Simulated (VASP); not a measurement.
Input of a VASP 6.6.1 run:

INCAR

```
PREC = Accurate ; ENCUT = 520
EDIFF = 1E-7 ; ISMEAR = -1
SIGMA = 0.02 ; LREAL = F
LASPH = T ; NELM = 80
ALGO = Normal ; ISIF = 2
LWAVE = F ; LCHARG = F
GGA = PE ; NBANDS = 16
```

Contents of KPOINTS:

```
Automatic mesh
0
Gamma
  8 8 8
```

Contents of POSCAR:

```
GaSb
1.0
    0.0000000000      3.0658787979      3.0352200099
    3.0658787979      0.0000000000      3.0352200099
    3.0658787979      3.0658787979      0.0000000000
Ga Sb
1 1
Direct
    0.0000000000      0.0000000000      0.0000000000
    0.2500000000      0.2500000000      0.2500000000
```

Potentials or basis: VASP PAW PBE potentials, release 64 (Ga_d, Sb).

Launch:

```console
$ cat potpaw_PBE.64/Ga_d/POTCAR potpaw_PBE.64/Sb/POTCAR > POTCAR
$ mpirun -np 1 vasp_std > vasp.out
```

(1) Predict the pressure.

(2) Estimate the band gap on the k mesh.

## Answers

(1) 2.6 GPa.

(2) 0.02 eV, direct.

Caveat: the cell differs from its parent crystal (uniaxial z strain -1.0%); spin-orbit coupling is left out, which moves the levels of the heavy elements.
